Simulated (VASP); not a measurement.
# AlSi15C15N (P1) in VASP: single point with r2SCAN

Aim: the single point of AlSi15C15N with r2SCAN.

Program: VASP 6.6.1. These are calculated values, not measurements. Logs are shortened: lines on timing, memory, paths and dates and some standing lists are left out, and cuts for length are marked.

### 1 The cell of the first run

The typed cell holds 96 atoms: a = 9.240 Å, b = 10.669 Å, c = 10.093 Å, α = 90.00°, β = 90.00°, γ = 90.00°.

### 2 Single point, r2SCAN

POSCAR

```
AlSi15C15N
1.0
    9.2401370000      0.0000000000      0.0000000000
    0.0000000000     10.6685480000      0.0000000000
    0.0000000000      0.0000000000     10.0933500000
Si Al C N
45 3 45 3
Direct
    0.1645230000      0.0817610000      0.2501620000
    0.1672490000      0.0828660000      0.7498370000
    0.9995630000      0.3332480000      0.2499910000
    0.9973360000      0.3316910000      0.7482310000
    0.5013970000      0.0828030000      0.2503080000
    0.4986620000      0.0824730000      0.7511050000
    0.3321480000      0.3353120000      0.2493550000
    0.3334650000      0.3334970000      0.7492880000
    0.1680610000      0.5840620000      0.2529560000
    0.1644160000      0.5843720000      0.7473650000
    0.0005210000      0.8340010000      0.2505230000
    0.0010500000      0.8335780000      0.7484330000
    0.8338320000      0.0818140000      0.2499110000
    0.8329310000      0.0819670000      0.7483650000
    0.6669790000      0.3331280000      0.2487430000
    0.6672700000      0.3318520000      0.7493400000
    0.4980750000      0.5842210000      0.2510940000
    0.5021790000      0.5841870000      0.7491940000
    0.3320620000      0.8308400000      0.2524320000
    0.3339410000      0.8351560000      0.7512220000
    0.8326220000      0.5846300000      0.2501620000
    0.6667670000      0.8331970000      0.2505860000
    0.6637190000      0.8335550000      0.7500220000
    0.0004510000      0.1654990000      0.5002990000
    0.9988110000      0.1672550000      0.9987210000
    0.3332890000      0.1672970000      0.5006080000
    0.3325400000      0.1679320000      0.9969750000
    0.1646620000      0.4172520000      0.5012070000
    0.1636120000      0.4167080000      0.9975540000
    0.0000280000      0.6672430000      0.5017130000
    0.9977440000      0.6658710000      0.0000050000
    0.6651930000      0.1655060000      0.4997510000
    0.6682000000      0.1668390000      0.9995020000
    0.4980530000      0.4178800000      0.5000520000
    0.5029800000      0.4173000000      0.9986490000
    0.3316810000      0.6661350000      0.5016790000
    0.1673670000      0.9146570000      0.4999120000
    0.1676560000      0.9168670000      0.9992620000
    0.8356410000      0.4170680000      0.5009040000
    0.8321390000      0.4180430000      0.0007100000
    0.6664340000      0.6686430000      0.5005800000
    0.6670700000      0.6651640000      0.9998610000
    0.4983570000      0.9163040000      0.9989170000
    0.8318330000      0.9148580000      0.4996270000
    0.8335480000      0.9147560000      0.9990240000
    0.8312340000      0.5837790000      0.7492170000
    0.3342240000      0.6663230000      0.9984620000
    0.5001940000      0.9169340000      0.5004470000
    0.0012260000      0.1671640000      0.1870850000
    0.0010680000      0.1649480000      0.6878990000
    0.3329180000      0.1677300000      0.6883690000
    0.1662680000      0.4164250000      0.1852170000
    0.1657280000      0.4163670000      0.6898070000
    0.0026810000      0.6663810000      0.1877650000
    0.0067690000      0.6705400000      0.6865170000
    0.6664360000      0.1673500000      0.1886180000
    0.6648900000      0.1659960000      0.6865200000
    0.5000160000      0.4140730000      0.1891950000
    0.5007190000      0.4150470000      0.6857300000
    0.3320780000      0.6649050000      0.1939070000
    0.3324490000      0.6654810000      0.6918380000
    0.1679430000      0.9182910000      0.1871830000
    0.1671050000      0.9183410000      0.6876260000
    0.8324460000      0.4157600000      0.1908640000
    0.8315900000      0.4075960000      0.6830440000
    0.6645810000      0.6662940000      0.1882690000
    0.6586800000      0.6716060000      0.6842980000
    0.4975820000      0.9181910000      0.1881030000
    0.4991350000      0.9189150000      0.6964880000
    0.8339240000      0.9166140000      0.1865510000
    0.8328260000      0.9162060000      0.6878460000
    0.1680690000      0.0835810000      0.4361260000
    0.1660520000      0.0853510000      0.9396320000
    0.9991500000      0.3316760000      0.4371700000
    0.9982900000      0.3340420000      0.9372750000
    0.4990130000      0.0951630000      0.4325880000
    0.4998050000      0.0864440000      0.9415470000
    0.3320770000      0.3334610000      0.4360910000
    0.3325160000      0.3356250000      0.9392950000
    0.1646630000      0.5811710000      0.4396710000
    0.9993360000      0.8342170000      0.4376920000
    0.0020260000      0.8316650000      0.9373780000
    0.8323510000      0.0849910000      0.4375320000
    0.8335370000      0.0823650000      0.9371310000
    0.6679400000      0.3317650000      0.9377660000
    0.5009210000      0.5812650000      0.4385210000
    0.5072030000      0.5781190000      0.9344930000
    0.3261790000      0.8289010000      0.4369600000
    0.3312640000      0.8398850000      0.9362680000
    0.8326320000      0.5811920000      0.4382190000
    0.8348390000      0.5828390000      0.9465270000
    0.6738010000      0.8301430000      0.4337370000
    0.6666660000      0.8327640000      0.9391980000
    0.3320820000      0.1678710000      0.1864880000
    0.1573840000      0.5783040000      0.9341450000
    0.6670400000      0.3343740000      0.4366430000
```

INCAR.step1

```
PREC     = Accurate       # precision mode
ENCUT    = 520            # plane-wave cutoff, eV
ISMEAR   = -1             # smearing method
SIGMA    = 0.05           # smearing width, eV
LREAL    = Auto         
LASPH    = True           # aspherical terms in the spheres
NELM     = 100            # most SCF steps
NBANDS   = 246            # bands
GGA      = PE             # functional
ALGO     = Normal         # electronic algorithm
EDIFF    = 1E-4           # SCF threshold, eV
LWAVE    = True           # write WAVECAR
LCHARG   = False          # write CHGCAR
```

INCAR.step2

```
PREC     = Accurate       # precision mode
ENCUT    = 520            # plane-wave cutoff, eV
EDIFF    = 1E-7           # SCF threshold, eV
ISMEAR   = -1             # smearing method
SIGMA    = 0.05           # smearing width, eV
LREAL    = Auto         
LASPH    = True           # aspherical terms in the spheres
NELM     = 100            # most SCF steps
ALGO     = Normal         # electronic algorithm
ISIF     = 2              # what is computed and relaxed
LWAVE    = False          # write WAVECAR
LCHARG   = True           # write CHGCAR
METAGGA  = R2SCAN         # meta-GGA
LMIXTAU  = True         
LELF     = True           # ELF
LVHAR    = True         
NBANDS   = 246            # bands
ISTART   = 1
```

KPOINTS

```
regular mesh
0
Gamma
  1 1 1
```

Potentials or basis: VASP PAW PBE potentials, release 64 (Si, Al, C, N).

Run with:

```bash
cat potpaw_PBE.64/Si/POTCAR potpaw_PBE.64/Al/POTCAR potpaw_PBE.64/C/POTCAR potpaw_PBE.64/N/POTCAR > POTCAR
cp INCAR.step1 INCAR
mpirun -np 1 vasp_gam > vasp.out
cp INCAR.step2 INCAR
mpirun -np 1 vasp_gam > vasp.out
```

OUTCAR:

```text
PREC = Accurate
   ENCUT = 520
   EDIFF = 1E-7
   ISMEAR = -1
   LREAL = Auto
   LASPH = True
   NELM = 100
   ISIF = 2
   METAGGA = R2SCAN
   ISTART = 1

 ion  position               nearest neighbor table
   1  0.165  0.082  0.250-  62 1.86  49 1.87  72 1.88  94 1.91  11 3.05  13 3.06  24 3.08  38 3.08
                             3 3.09  37 3.09  19 3.09  25 3.10  26 3.11   5 3.11   7 3.12  27 3.13
   2  0.167  0.083  0.750-  63 1.86  50 1.87  51 1.88  73 1.92  20 3.06   6 3.06  27 3.06  12 3.07
                            38 3.08  26 3.08  24 3.08   8 3.08   4 3.08  14 3.09  25 3.09  37 3.10
   3  1.000  0.333  0.250-  64 1.87  49 1.88  74 1.89  52 1.89  15 3.07   7 3.07  39 3.08   1 3.09
                            13 3.09  40 3.09  28 3.09  25 3.09  21 3.09  29 3.10   9 3.10  24 3.10
   4  0.997  0.332  0.748-  65 1.85  50 1.88  53 1.89  75 1.91  39 3.05  16 3.05  14 3.07  24 3.07
                            28 3.07  25 3.08   2 3.08  29 3.08  46 3.10   8 3.11  10 3.11  40 3.11
   5  0.501  0.083  0.250-  76 1.84  68 1.87  56 1.88  94 1.92  32 3.07  22 3.07  13 3.07  15 3.08
                            48 3.08  33 3.10  43 3.10  26 3.10  19 3.11   1 3.11   7 3.11  27 3.13
   6  0.499  0.082  0.751-  69 1.83  51 1.89  57 1.89  77 1.92  20 3.05  27 3.06   2 3.06  23 3.06
                            43 3.07   8 3.08  16 3.08  48 3.09  14 3.09  26 3.09  33 3.09  32 3.10
   7  0.332  0.335  0.249-  58 1.87  52 1.88  78 1.88  94 1.90   9 3.06  17 3.07   3 3.07  34 3.09
                            15 3.09  28 3.10  29 3.10  26 3.11  35 3.11  27 3.11   5 3.11   1 3.12
   8  0.333  0.333  0.749-  51 1.87  53 1.88  59 1.89  79 1.92  27 3.06  26 3.07  34 3.07  28 3.08
                             6 3.08   2 3.08  16 3.08  29 3.09  18 3.10  35 3.10  10 3.10   4 3.11
   9  0.168  0.584  0.253-  60 1.84  54 1.88  80 1.89  52 1.91  19 3.04  17 3.05   7 3.06  36 3.06
[... 125 lines left out ...]
  95  0.157  0.578  0.934-  29 1.84  31 1.87  10 1.89  47 1.99
  96  0.667  0.334  0.437-  15 1.90  39 1.90  34 1.91  32 1.91

  LATTYP: Found a simple orthorhombic cell.
 ALAT       =     9.2401370000
 B/A-ratio  =     1.0923377002
 C/A-ratio  =     1.1545876430

  Lattice vectors:

 A1 = (  -9.2401370000,   0.0000000000,   0.0000000000)
 A2 = (   0.0000000000,   0.0000000000,  10.0933500000)
 A3 = (   0.0000000000,  10.6685480000,   0.0000000000)

Analysis of symmetry for initial positions (statically):
=====================================================================
 Subroutine PRICEL returns:
 Original cell was already a primitive cell.

 Routine SETGRP: Setting up the symmetry group for a
 simple orthorhombic supercell.

 Subroutine GETGRP returns: Found  1 space group operations
 (whereof  1 operations were pure point group operations)
 out of a pool of  8 trial point group operations.

The static configuration has the point symmetry C_1 .

Analysis of symmetry for dynamics (positions and initial velocities):
=====================================================================
 Subroutine PRICEL returns:
[... 247 lines left out ...]
   LSORBIT =      F    spin-orbit coupling
   LASPH  =      T    aspherical Exc in radial PAW
   ENCUT  =  520.0 eV  38.22 Ry    6.18 a.u.  17.18 19.84 18.77*2*pi/ulx,y,z
   NELM   =    100;   NELMIN=  2; NELMDL=  0     # of ELM steps
   EDIFF  = 0.1E-06   stopping-criterion for ELM
   LREAL  =      T    real-space projection
   EDIFFG = 0.1E-05   stopping-criterion for IOM
   NSW    =      0    number of steps for IOM
   IBRION =     -1    ionic relax: 0-MD 1-quasi-New 2-CG
   NFREE  =      0    steps in history (QN), initial steepest desc. (CG)
   ISIF   =      2    stress and relaxation
   ISYM   =      2    0-nonsym 1-usesym 2-fastsym
   POTIM  = 0.5000    time-step for ionic-motion
   TEBEG  =    0.0;   TEEND  =   0.0 temperature during run
   PSTRESS=    0.0 pullay stress
   NELECT =     384.0000    total number of electrons
   NUPDOWN=      -1.0000    fix difference up-down
   EMIN   =  10.00;   EMAX   =-10.00  energy-range for DOS
   EFERMI =   0.00;   METHOD = LEGACY
   ISMEAR =    -1;   SIGMA  =   0.05  broadening in eV -4-tet -1-fermi 0-gaus
   EFERMI_NEDOS =   21; number of points for ismear=-14 and -15
   IALGO  =     38    algorithm
   IMIX   =      4    mixing-type and parameters
     AMIX     =   0.40;   BMIX     =  1.00
     AMIX_MAG =   1.60;   BMIX_MAG =  1.00
  volume/ion in A,a.u.               =      10.36        69.94
  Fermi-wavevector in a.u.,A,eV,Ry     =   1.191916  2.252394 19.329295  1.420663
  Thomas-Fermi vector in A             =   2.327966
   LORBIT       =      0    0 simple, 1 ext, 2 COOP (PROOUT), +10 PAW based schemes
   METAGGA = R2SCAN    functional components
   LHFCALC =     F    Hartree Fock is set to
   AEXX    =    0.0000 exact exchange contribution
   IVDW    =     0    specifies the selected vdW correction
   LEPSILON=     F    determine dielectric tensor
   LRPA    =     F    only Hartree local field effects (RPA)
 non-spin polarized calculation
  energy-cutoff  :      520.00
  volume of cell :      994.99
 maximum number of plane-waves:     13385
 NGX is ok and might be reduce to    70
   NGX = 35   NGY = 39   NGZ = 37

 number of electron     384.0000005 magnetization

 Free energy of the ion-electron system (eV)
  ---------------------------------------------------
  ext. energy  EPLUGINS =         0.00000000
  ---------------------------------------------------
  free energy    TOTEN  =      -918.75330876 eV

  energy without entropy =     -918.75330876  energy(sigma->0) =     -918.75330876

 E-fermi :   9.4574     XC(G=0): -11.8813

 val. band max:        8.2154909104   @ k =   0.0000   0.0000   0.0000
 cond. band min:      10.7841280821   @ k =   0.0000   0.0000   0.0000
 fundamental gap:      2.5686371717
 Fermi energy:         9.4574099419

 k-point     1 :       0.0000    0.0000    0.0000
  band No.  band energies     occupation
      1      -9.8677      2.00000
      2      -9.6636      2.00000
      3      -9.2602      2.00000
      4      -7.7380      2.00000
      5      -7.0517      2.00000
      6      -7.0155      2.00000
[... 196 lines left out ...]
    203      12.3933      0.00000
    204      12.4181      0.00000
 [bands above 204 left out]

------------------------ aborting loop because EDIFF is reached ----------------------------------------

  FORCE on cell =-STRESS in cart. coord.  units (eV):
  Direction    XX          YY          ZZ          XY          YZ          ZX
  --------------------------------------------------------------------------------------
  -------------------------------------------------------------------------------------
  Total        8.6648161    -10.4138584     -2.3042181     -0.0010907      0.3184522     -0.0970427
  in kB       13.9524628    -16.7688466     -3.7103520     -0.0017563      0.5127856     -0.1562623
  external PRESSURE =      -2.1755786 kB  Pullay stress =       0.0000000 kB

 VOLUME and BASIS-vectors are now :
 -----------------------------------------------------------------------------
  energy-cutoff  :      520.00
  volume of cell :      994.99
      direct lattice vectors                 reciprocal lattice vectors
     9.240137000  0.000000000  0.000000000     0.108223504  0.000000000  0.000000000
     0.000000000 10.668548000  0.000000000     0.000000000  0.093733468  0.000000000
     0.000000000  0.000000000 10.093350000     0.000000000  0.000000000  0.099075134

 POSITION                                       TOTAL-FORCE (eV/Angst)
 -----------------------------------------------------------------------------------
      1.52022      0.87227      2.52497        -0.041302     -0.020821     -0.032310
      1.54540      0.88406      7.56837        -0.008947      0.052503     -0.076966
      9.23610      3.55527      2.52325        -0.016465      0.032164     -0.049504
      9.21552      3.53866      7.55216        -0.029607      0.053555     -0.092765
      4.63298      0.88339      2.52645         0.064419      0.018700      0.037309
      4.60771      0.87987      7.58117        -0.004091     -0.007174     -0.099391
[... 88 lines left out ...]
      1.45425      6.16966      9.42865         0.031457      0.031955      0.033366
      6.16354      3.56729      4.40719        -0.028200      0.035110      0.014913
 -----------------------------------------------------------------------------------
    total drift:                                0.027517      0.023139     -0.002676

  FREE ENERGIE OF THE ION-ELECTRON SYSTEM (eV)
  ---------------------------------------------------
  free  energy   TOTEN  =      -918.7533087572 eV

  energy  without entropy=     -918.7533087571  energy(sigma->0) =     -918.75330876
```

It took 28 min on 1 thread of Intel Xeon Platinum 8259CL at 2.50GHz (Skylake/Cascade Lake), shared host; peak memory 1.1 GiB.

What came out:

| Property | Result |
| --- | --- |
| Free energy | -918.7533 eV |
| Pressure | -0.2 GPa |
| Largest force | 0.194 eV/Å |
| Band gap on the k mesh | 2.57 eV |

Forces on the atoms (eV/Å):
```
Si  -0.041 -0.021 -0.032
Si  -0.009  0.053 -0.077
Si  -0.016  0.032 -0.050
Si  -0.030  0.054 -0.093
Si   0.064  0.019  0.037
Si  -0.004 -0.007 -0.099
Si   0.041  0.105 -0.036
Si  -0.002  0.029 -0.084
Si   0.063  0.095 -0.088
Si  -0.004  0.083 -0.102
Si   0.013  0.067 -0.064
Si   0.033  0.002 -0.095
Si   0.009  0.042 -0.062
Si   0.041  0.030 -0.044
Si   0.002  0.053 -0.124
Si   0.059  0.069 -0.120
Si  -0.037  0.106 -0.067
Si   0.020  0.088 -0.022
Si  -0.013  0.010 -0.024
Si   0.065  0.126 -0.018
Si   0.002  0.033 -0.029
Si   0.037  0.032  0.001
Si  -0.060  0.031 -0.113
Si  -0.008 -0.015 -0.082
Si   0.002 -0.073 -0.071
Si   0.054 -0.044 -0.123
Si   0.003 -0.071 -0.106
Si  -0.023 -0.022 -0.083
Si  -0.021 -0.086 -0.047
Si   0.018 -0.062 -0.019
Si  -0.106 -0.053 -0.042
Si  -0.056 -0.126 -0.088
Si  -0.030 -0.049 -0.071
Si  -0.047  0.032 -0.027
Si  -0.012  0.000 -0.093
Si  -0.029  0.000 -0.101
Si   0.003 -0.110 -0.085
Si   0.061 -0.085 -0.089
Si   0.044  0.000  0.026
Si   0.024 -0.023 -0.107
Si  -0.010 -0.004 -0.019
Si   0.036 -0.066 -0.057
Si  -0.074 -0.092 -0.061
Si   0.004 -0.099 -0.083
Si  -0.008 -0.030 -0.046
Al   0.008  0.086 -0.089
Al   0.038 -0.030 -0.050
Al  -0.015 -0.103 -0.079
C    0.013 -0.075  0.076
C   -0.033 -0.081  0.065
C   -0.019 -0.073  0.072
C    0.012 -0.131  0.050
C    0.022 -0.096  0.073
C   -0.044 -0.085  0.054
C    0.010 -0.061  0.048
C   -0.022 -0.067  0.073
C    0.013 -0.071  0.045
C   -0.021 -0.145  0.082
C   -0.033 -0.110  0.049
C    0.014 -0.125  0.092
C   -0.030 -0.132  0.103
C   -0.027 -0.053  0.074
C   -0.029 -0.082  0.078
C   -0.010 -0.104  0.097
C    0.013 -0.143  0.057
C    0.009 -0.114  0.073
C    0.008 -0.098  0.056
C    0.015 -0.054  0.072
C    0.000 -0.089  0.081
C   -0.006 -0.078  0.056
C    0.001 -0.077  0.048
C   -0.023  0.121  0.052
C    0.033  0.115  0.064
C   -0.018  0.082  0.060
C    0.039  0.097  0.084
C    0.022  0.161  0.059
C   -0.034  0.115  0.096
C    0.054  0.055  0.034
C   -0.010  0.095  0.053
C    0.024  0.073  0.057
C    0.003  0.113  0.066
C   -0.033  0.067  0.080
C   -0.004  0.115  0.071
C    0.006  0.102  0.068
C   -0.019  0.069  0.079
C   -0.014  0.052  0.028
C   -0.056  0.057  0.051
C   -0.009  0.083  0.084
C    0.018  0.168  0.096
C    0.010  0.048  0.053
C    0.063  0.080  0.066
C    0.000  0.108  0.062
C    0.007  0.120  0.085
N   -0.010 -0.025  0.023
N    0.031  0.032  0.033
N   -0.028  0.035  0.015
```

Stress tensor (GPa, compression positive):
```
 1.40  0.00 -0.02
 0.00 -1.68  0.05
-0.02  0.05 -0.37
```

Caveat: the k points lie up to 0.68 Å⁻¹ apart; the PAW data sets were made with another functional, which shifts forces and pressure a little; an odd mesh through Γ misses points on the zone boundary, where band edges can lie.
